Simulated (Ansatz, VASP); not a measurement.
**One calculation of ZrSi3, two programs**

```
Zr Si
1.0
     3.98994    0.00000    0.00000
     0.00000    3.98994    0.00000
     0.00000    0.00000    3.98994
Zr Si
1 3
Direct
  0.00000 0.00000 0.00000
  0.00000 0.50000 0.50000
  0.50000 0.50000 0.00000
  0.50000 0.00000 0.50000
```

Alike in both runs: task single point; functional r2SCAN; k mesh 8 × 8 × 8; occupations gaussian, width 0.05 eV; no spin polarisation.

|  | VASP | Ansatz |
| --- | --- | --- |
| version | VASP 6.6.1 | Ansatz 0.2.0 |
| potentials or method | VASP PAW PBE potentials, release 64 (Zr_sv, Si), cutoff 520 eV | scalar-relativistic, plane waves, PAW |
| valence electrons in the cell | 24 | 24 |

```csv
,VASP,Ansatz,Ansatz less VASP
gap on the k mesh at the Fermi level (eV),none,none,-
pressure (GPa),-1.5,-1.6,-0.02
```

VASP's potentials were made for PBE, not for r2SCAN. A gap of «none» marks a metal or a gap that the smearing closes.
